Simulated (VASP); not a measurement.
Input of a VASP 6.6.1 run:

Contents of INCAR:

```
  PREC = Accurate
  ENCUT = 1340
  EDIFF = 1E-6
  ISMEAR = 0
  SIGMA = 0.05
  LREAL = F
  LASPH = T
  NELM = 200
  ALGO = Normal
  ISIF = 2
  LWAVE = F
  LCHARG = F
  LMAXMIX = 4
  LDAU = T
  LDAUTYPE = 2
  LDAUL = 2 -1
  LDAUU = 4 0
  LDAUJ = 0 0
  LDAUPRINT = 1
  GGA = PS
  NBANDS = 19
  GGA_COMPAT = F
```

File KPOINTS:

```
Automatic mesh
0
Gamma
  8 8 8
```

POSCAR

```
NiO
1.0
    0.0000000000      2.0913095100      2.0913095100
    2.0913095100      0.0000000000      2.0913095100
    2.0913095100      2.0913095100      0.0000000000
Ni O
1 1
Direct
    0.0000000000      0.0000000000      0.0000000000
    0.5000000000      0.5000000000      0.5000000000
```

Potentials or basis: VASP PAW PBE potentials, release 64 (Ni_sv_GW, O_h).

Run with:

```console
$ cat potpaw_PBE.64/Ni_sv_GW/POTCAR potpaw_PBE.64/O_h/POTCAR > POTCAR
$ mpirun -np 1 vasp_std > vasp.out
```

(1) Predict the pressure.

(2) Predict the band gap on the k mesh.

Answers

(1) -13.3 GPa.

(2) zero (bands 12 and 13 overlap by 2.84 eV).

Caveat: the cell stands under tension; the PAW data sets were made with another functional, which shifts forces and pressure a little; the run has no spin polarisation, though such a crystal can be magnetic; U without spin polarisation on a metal has little footing.
